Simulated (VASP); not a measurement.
**HCl: single point with PBE+D3(BJ)**

System: HCl.

```
Cl H
1.0
     7.98957    0.00000    0.00000
     0.00000    7.98957    0.00000
     0.00000    0.00000    7.98957
Cl H
10 10
Cartesian
  4.6396 4.3759 7.3220
  0.4471 2.7848 7.8003
  1.6536 5.7442 5.3705
  3.3346 4.2474 2.9225
  6.7231 7.3477 6.6184
  6.6256 5.5908 2.0066
  5.2154 1.4691 1.1974
  6.4172 3.0714 4.6788
  0.5596 0.8111 2.9398
  3.1289 0.9719 5.2167
  4.8147 3.1495 7.7455
  -0.0091 2.9950 6.6120
  2.4844 5.0427 4.6991
  4.2906 3.6443 3.5904
  6.5654 7.1374 5.3761
  6.0038 5.0189 1.0104
  6.4191 1.6802 0.8788
  7.3210 2.3881 3.9780
  1.3535 1.0671 3.9372
  2.7066 -0.3091 5.3040
```

```
Program             : VASP 6.6.1
Task                : single point
Functional          : PBE
Dispersion          : D3(BJ)
Potentials or basis : VASP PAW PBE potentials, release 64 (Cl, H_h)
Cutoff              : 1000 eV
k mesh              : 1 × 1 × 1
Occupations         : fermi-dirac, width 0.02 eV
Spin                : no spin polarisation
```

| Quantity | Value |
| --- | --- |
| Pressure | 0.2 GPa |
| Largest force | 1.148 eV/Å |
| Dispersion energy per atom | -0.063 eV |

Forces on the atoms (eV/Å):
```
Cl   0.002 -0.114 -0.065
Cl   0.090 -0.059  0.155
Cl  -0.640  0.617  0.725
Cl   0.341 -0.401  0.225
Cl   0.057  0.073  0.418
Cl   0.087 -0.020 -0.086
Cl  -0.975 -0.208  0.260
Cl   0.551 -0.290 -0.126
Cl  -0.302  0.055 -0.113
Cl  -0.270 -0.876  0.114
H   -0.113  0.096  0.044
H   -0.157  0.025 -0.103
H    0.486 -0.379 -0.584
H   -0.191  0.203 -0.345
H   -0.053 -0.060 -0.520
H    0.030  0.177  0.098
H    1.006  0.193 -0.313
H   -0.557  0.204  0.124
H    0.353 -0.015  0.106
H    0.254  0.780 -0.012
```

Stress tensor (GPa, compression positive):
```
 0.40 -0.18 -0.20
-0.18 -0.30  0.19
-0.20  0.19  0.51
```

Levels at points of the mesh, in eV from the Fermi level:
```csv
k point,band 38,band 39,band 40,band 41,band 42,band 43
"(0.00, 0.00, 0.00)",-0.87,-0.55,-0.48,4.83,5.87,6.24
```

Wall time 3.2 min on 1 thread of Intel(R) Xeon(R) Platinum 8375C CPU @ 2.90GHz (Ice Lake), on a shared host, peak memory 0.96 GiB.

Caveat: the k points lie up to 0.79 Å⁻¹ apart.
